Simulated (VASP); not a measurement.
The system is Sn.

```
Sn
1.0
     0.00000    3.23334    3.23334
     3.23334    0.00000    3.23334
     3.23334    3.23334    0.00000
Sn
2
Direct
  0.75000 0.75000 0.75000
  0.50000 0.50000 0.50000
```

This isn't the form of Sn at room conditions, which is tetragonal (white tin).

- Program: VASP 6.6.1
- Task: relaxation of cell and atoms
- Functional: PBE-based screened hybrid with 25 % exact exchange
- Potentials or basis: VASP PAW PBE potentials, release 64 (Sn_d)
- Cutoff: 600 eV
- k mesh: 4 × 4 × 4
- Occupations: fermi-dirac, width 0.05 eV
- Spin: no spin polarisation

At the start: pressure 2.8 GPa; volume 33.80 Å³/atom.

Problem. Where does the relaxation end?

Solution. Over 3 steps the energy falls by 16.9 meV/atom and the volume is 35.85 Å³/atom (+6.1 %); space group Fd-3m (No. 227, to 0.1 Å) before and after.

The path:
```
step  energy change (eV)  largest force (eV/Å)  pressure (GPa)  volume (Å³)
   1              0.0000                0.0000            2.78        67.61
   2             -0.0282                0.0000           -0.97        73.51
   3             -0.0337                0.0000            0.01        71.70
```

Final structure:
```
CELL_PARAMETERS angstrom
0.00000 3.29737 3.29737
3.29737 0.00000 3.29737
3.29737 3.29737 0.00000
ATOMIC_POSITIONS crystal
Sn 0.75000 0.75000 0.75000
Sn 0.50000 0.50000 0.50000
```

Caveat: the k points lie up to 0.41 Å⁻¹ apart in the final cell; the PAW data sets were made with another functional, which shifts forces and pressure a little.
